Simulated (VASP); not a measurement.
# Cd (P6_3/mmc) in VASP: a series of runs, part 2 of 2

VASP 6.6.1. The steps go on from the part before.

**4. Single point, PBE**

This run uses another cell than the first one: it holds 8 atoms, not 2.

The input, INCAR:

```
PREC = Accurate
ENCUT = 520
EDIFF = 1E-6
ISMEAR = 0
SIGMA = 0.1
LREAL = False
LASPH = True
NELM = 80
ALGO = Fast
ISIF = 2
LWAVE = False
LCHARG = True
GGA = PE
LELF = True
LVHAR = True
NBANDS = 58
```

The input, KPOINTS:

```
Automatic mesh
0
Gamma
  6 6 6
```

The input, POSCAR:

```
Cd
1.0
    5.9964038492      0.0000000000      0.0000000000
   -2.9982019246      5.1930380648      0.0000000000
    0.0000000000      0.0000000000      5.9348973756
Cd
8
Direct
    0.1666666667      0.3333333333      0.2500000000
    0.1666666667      0.8333333333      0.2500000000
    0.6666666667      0.3333333333      0.2500000000
    0.6666666667      0.8333333333      0.2500000000
    0.3333333333      0.1666666667      0.7500000000
    0.3333333333      0.6666666667      0.7500000000
    0.8333333333      0.1666666667      0.7500000000
    0.8333333333      0.6666666667      0.7500000000
```

Potentials or basis: VASP PAW PBE potentials, release 64 (Cd).

On the command line:

```sh
$ cat potpaw_PBE.64/Cd/POTCAR > POTCAR
$ mpirun -np 1 vasp_std > vasp.out
```

OUTCAR:

```text
PREC = Accurate
   ENCUT = 520
   EDIFF = 1E-6
   ISMEAR = 0
   LREAL = False
   LASPH = True
   NELM = 80
   ISIF = 2
   GGA = PE

 ion  position               nearest neighbor table
   1  0.167  0.333  0.250-   3 3.00   3 3.00   4 3.00   2 3.00   2 3.00   4 3.00   5 3.44   5 3.44
                             7 3.44   7 3.44   6 3.44   6 3.44
   2  0.167  0.833  0.250-   4 3.00   4 3.00   1 3.00   1 3.00   3 3.00   3 3.00   6 3.44   6 3.44
                             8 3.44   8 3.44   5 3.44   5 3.44
   3  0.667  0.333  0.250-   1 3.00   1 3.00   4 3.00   4 3.00   2 3.00   2 3.00   7 3.44   7 3.44
                             5 3.44   5 3.44   8 3.44   8 3.44
   4  0.667  0.833  0.250-   2 3.00   2 3.00   3 3.00   3 3.00   1 3.00   1 3.00   8 3.44   8 3.44
                             6 3.44   6 3.44   7 3.44   7 3.44
   5  0.333  0.167  0.750-   7 3.00   7 3.00   8 3.00   6 3.00   6 3.00   8 3.00   1 3.44   1 3.44
                             3 3.44   3 3.44   2 3.44   2 3.44
   6  0.333  0.667  0.750-   8 3.00   8 3.00   5 3.00   5 3.00   7 3.00   7 3.00   2 3.44   2 3.44
                             4 3.44   4 3.44   1 3.44   1 3.44
   7  0.833  0.167  0.750-   5 3.00   5 3.00   8 3.00   8 3.00   6 3.00   6 3.00   3 3.44   3 3.44
                             1 3.44   1 3.44   4 3.44   4 3.44
   8  0.833  0.667  0.750-   6 3.00   6 3.00   7 3.00   7 3.00   5 3.00   5 3.00   4 3.44   4 3.44
                             2 3.44   2 3.44   3 3.44   3 3.44
[... 7 lines left out ...]
 A1 = (   5.9964038492,   0.0000000000,   0.0000000000)
 A2 = (  -2.9982019246,   5.1930380648,   0.0000000000)
 A3 = (   0.0000000000,   0.0000000000,   5.9348973756)

Analysis of symmetry for initial positions (statically):
=====================================================================
 Subroutine PRICEL returns following result:

  LATTYP: Found a hexagonal cell.
 ALAT       =     2.9982019246
 C/A-ratio  =     1.9794855466

  Lattice vectors:

 A1 = (   2.9982019246,   0.0000000000,   0.0000000000)
 A2 = (  -1.4991009623,   2.5965190324,   0.0000000000)
 A3 = (   0.0000000000,   0.0000000000,   5.9348973756)

   4 primitive cells build up your supercell.

 Routine SETGRP: Setting up the symmetry group for a
 hexagonal supercell.

 Subroutine GETGRP returns: Found 24 space group operations
 (whereof 12 operations were pure point group operations)
 out of a pool of 24 trial point group operations.

The static configuration has the point symmetry D_3d.
 The point group associated with its full space group is D_6h.

Analysis of symmetry for dynamics (positions and initial velocities):
=====================================================================
 Subroutine PRICEL returns following result:

  LATTYP: Found a hexagonal cell.
 ALAT       =     2.9982019246
 C/A-ratio  =     1.9794855466

  Lattice vectors:

 A1 = (   2.9982019246,   0.0000000000,   0.0000000000)
 A2 = (  -1.4991009623,   2.5965190324,   0.0000000000)
 A3 = (   0.0000000000,   0.0000000000,   5.9348973756)

   4 primitive cells build up your supercell.

 Routine SETGRP: Setting up the symmetry group for a
 hexagonal supercell.

 Subroutine GETGRP returns: Found 24 space group operations
 (whereof 12 operations were pure point group operations)
[... 64 lines left out ...]
  0.166667  0.166667  0.000000      6.000000
  0.333333  0.166667  0.000000     12.000000
[... 16 lines left out ...]
  0.166667  0.000000  0.500000      6.000000
  0.333333 -0.000000  0.500000      6.000000
 [... further k-points ...]
   k-points           NKPTS =     28   k-points in BZ     NKDIM =     28   number of bands    NBANDS=     58
   number of dos      NEDOS =    301   number of ions     NIONS =      8
   total plane-waves  NPLWV = 110592
   dimension x,y,z NGX =    48 NGY =   48 NGZ =   48
   dimension x,y,z NGXF=    96 NGYF=   96 NGZF=   96
   ions per type =               8
   NGX,Y,Z   is equivalent  to a cutoff of  13.31, 13.31, 13.45 a.u.
   NGXF,Y,Z  is equivalent  to a cutoff of  26.62, 26.62, 26.89 a.u.
 SYSTEM =  unknown system
   PREC   = accura    normal or accurate (medium, high low for compatibility)
   ISTART =      0    job   : 0-new  1-cont  2-samecut
   ICHARG =      2    charge: 1-file 2-atom 10-const
   ISPIN  =      1    spin polarized calculation?
   LNONCOLLINEAR =      F non collinear calculations
   LSORBIT =      F    spin-orbit coupling
   LASPH  =      T    aspherical Exc in radial PAW
   ENCUT  =  520.0 eV  38.22 Ry    6.18 a.u.  11.15 11.15 11.03*2*pi/ulx,y,z
   NELM   =     80;   NELMIN=  2; NELMDL= -5     # of ELM steps
   EDIFF  = 0.1E-05   stopping-criterion for ELM
   LREAL  =      F    real-space projection
   EDIFFG = 0.1E-04   stopping-criterion for IOM
   NSW    =      0    number of steps for IOM
   IBRION =     -1    ionic relax: 0-MD 1-quasi-New 2-CG
   NFREE  =      0    steps in history (QN), initial steepest desc. (CG)
   ISIF   =      2    stress and relaxation
   ISYM   =      2    0-nonsym 1-usesym 2-fastsym
   POTIM  = 0.5000    time-step for ionic-motion
   TEBEG  =    0.0;   TEEND  =   0.0 temperature during run
   PSTRESS=    0.0 pullay stress
   NELECT =      96.0000    total number of electrons
   NUPDOWN=      -1.0000    fix difference up-down
   EMIN   =  10.00;   EMAX   =-10.00  energy-range for DOS
   EFERMI =   0.00;   METHOD = LEGACY
   ISMEAR =     0;   SIGMA  =   0.10  broadening in eV -4-tet -1-fermi 0-gaus
   EFERMI_NEDOS =   21; number of points for ismear=-14 and -15
   IALGO  =     68    algorithm
   IMIX   =      4    mixing-type and parameters
     AMIX     =   0.40;   BMIX     =  1.00
     AMIX_MAG =   1.60;   BMIX_MAG =  1.00
  volume/ion in A,a.u.               =      23.10       155.89
  Fermi-wavevector in a.u.,A,eV,Ry     =   1.316002  2.486884 23.563421  1.731863
  Thomas-Fermi vector in A             =   2.446145
   LORBIT       =      0    0 simple, 1 ext, 2 COOP (PROOUT), +10 PAW based schemes
   GGA     = PE    functional components
   LHFCALC =     F    Hartree Fock is set to
   AEXX    =    0.0000 exact exchange contribution
   IVDW    =     0    specifies the selected vdW correction
   LEPSILON=     F    determine dielectric tensor
   LRPA    =     F    only Hartree local field effects (RPA)
 non-spin polarized calculation
 RMM-DIIS sequential band-by-band and
 Gauss-broadening in eV      SIGMA  =   0.10
  energy-cutoff  :      520.00
  volume of cell :      184.81
 maximum number of plane-waves:      5000
 NGX is ok and might be reduce to    48

 number of electron      96.0000009 magnetization

 Free energy of the ion-electron system (eV)
  ---------------------------------------------------
  ext. energy  EPLUGINS =         0.00000000
  ---------------------------------------------------
  free energy    TOTEN  =        -6.01502668 eV

  energy without entropy =       -6.00333951  energy(sigma->0) =       -6.00918310

 E-fermi :   2.4529     XC(G=0): -10.6639

 val. band max:        2.4305636856   @ k =   0.3333   0.1667   0.1667
 cond. band min:       2.5948242565   @ k =   0.0000   0.0000   0.5000
 fundamental gap:      0.1642605709
 Fermi energy:         2.4528745270

 k-point     1 :       0.0000    0.0000    0.0000
  band No.  band energies     occupation
      1      -7.3464      2.00000
      2      -7.3464      2.00000
      3      -7.3464      2.00000
      4      -7.2044      2.00000
      5      -7.2044      2.00000
      6      -7.2044      2.00000
[... 1453 lines left out ...]
     57       8.1027      0.00000
     58       8.1036      0.00000

 [... further k-points ...]

------------------------ aborting loop because EDIFF is reached ----------------------------------------

  FORCE on cell =-STRESS in cart. coord.  units (eV):
  Direction    XX          YY          ZZ          XY          YZ          ZX
  --------------------------------------------------------------------------------------
  -------------------------------------------------------------------------------------
  Total        0.3870531      0.3870531      0.1244977      0.0000000      0.0000000      0.0000000
  in kB        3.3554869      3.3554869      1.0793105      0.0000000      0.0000000      0.0000000
  external PRESSURE =       2.5967614 kB  Pullay stress =       0.0000000 kB

 VOLUME and BASIS-vectors are now :
 -----------------------------------------------------------------------------
  energy-cutoff  :      520.00
  volume of cell :      184.81
      direct lattice vectors                 reciprocal lattice vectors
     5.996403849  0.000000000  0.000000000     0.166766620  0.096282753  0.000000000
    -2.998201925  5.193038065  0.000000000     0.000000000  0.192565505  0.000000000
     0.000000000  0.000000000  5.934897376     0.000000000  0.000000000  0.168494910

 POSITION                                       TOTAL-FORCE (eV/Angst)
 -----------------------------------------------------------------------------------
      0.00000      1.73101      1.48372         0.000000      0.000000     -0.000000
     -1.49910      4.32753      1.48372         0.000000      0.000000      0.000000
      2.99820      1.73101      1.48372         0.000000     -0.000000      0.000000
      1.49910      4.32753      1.48372         0.000000      0.000000     -0.000000
      1.49910      0.86551      4.45117        -0.000000     -0.000000      0.000000
     -0.00000      3.46203      4.45117        -0.000000     -0.000000     -0.000000
      4.49730      0.86551      4.45117        -0.000000     -0.000000      0.000000
      2.99820      3.46203      4.45117        -0.000000      0.000000     -0.000000
 -----------------------------------------------------------------------------------
    total drift:                               -0.000000      0.000000     -0.000000

  FREE ENERGIE OF THE ION-ELECTRON SYSTEM (eV)
  ---------------------------------------------------
  free  energy   TOTEN  =        -6.0150266838 eV

  energy  without entropy=       -6.0033395142  energy(sigma->0) =       -6.00918310
```

Wall time 5.8 min (1 thread of Intel Xeon 8259CL, shared host); peak memory 0.43 GiB.

What came out:

```
Free energy            : -6.0150 eV
Pressure               : 0.3 GPa
Band gap on the k mesh : zero (bands 48 and 49 overlap by 2.85 eV)
```

Levels at points of the mesh, in eV from the Fermi level:
```tsv
k point	band 44	band 45	band 46	band 47	band 48	band 49	band 50	band 51	band 52	band 53
(0.00, 0.00, 0.00)	-1.97	-1.97	-1.97	-1.55	-1.55	-1.55	1.69	1.69	1.69	2.71
(0.50, 0.00, 0.00)	-3.30	-2.40	-2.40	-0.81	-0.81	0.55	0.55	2.44	2.44	2.78
(0.00, 0.00, 0.50)	-1.24	-1.24	-1.24	-1.24	-1.24	0.14	0.14	0.14	0.14	0.14
(0.50, 0.00, 0.50)	-5.47	-2.15	-2.15	-2.15	-2.15	3.90	3.90	3.90	3.90	4.35
```

**5. Summary**

| task | cell | k mesh | cutoff (eV) | gap on the mesh (eV) | pressure (GPa) |
| --- | --- | --- | --- | --- | --- |
| single point | a = 2.998, b = 2.998, c = 5.935 Å, angles 90.0, 90.0, 120.0°, 2 atoms, atomic positions A | 12 × 12 × 6 | 520 | none | 0.3 |
| relaxation of cell and atoms | relaxed from a = 2.979, b = 2.979, c = 5.618 Å, angles 90.0, 90.0, 120.0°, 2 atoms, atomic positions A | 12 × 12 × 6 | 600 | none | -0.1 |
| single point | a = 5.996, b = 5.996, c = 5.935 Å, angles 90.0, 90.0, 120.0°, 8 atoms, atomic positions B | 6 × 6 × 6 | 520 | none | 0.3 |

Alike in all rows: level PBE; potentials or basis VASP PAW PBE potentials, release 64 (Cd); no spin polarisation; smearing gaussian 0.1 eV.

Absolute energies hang on the potentials; compare differences alone.
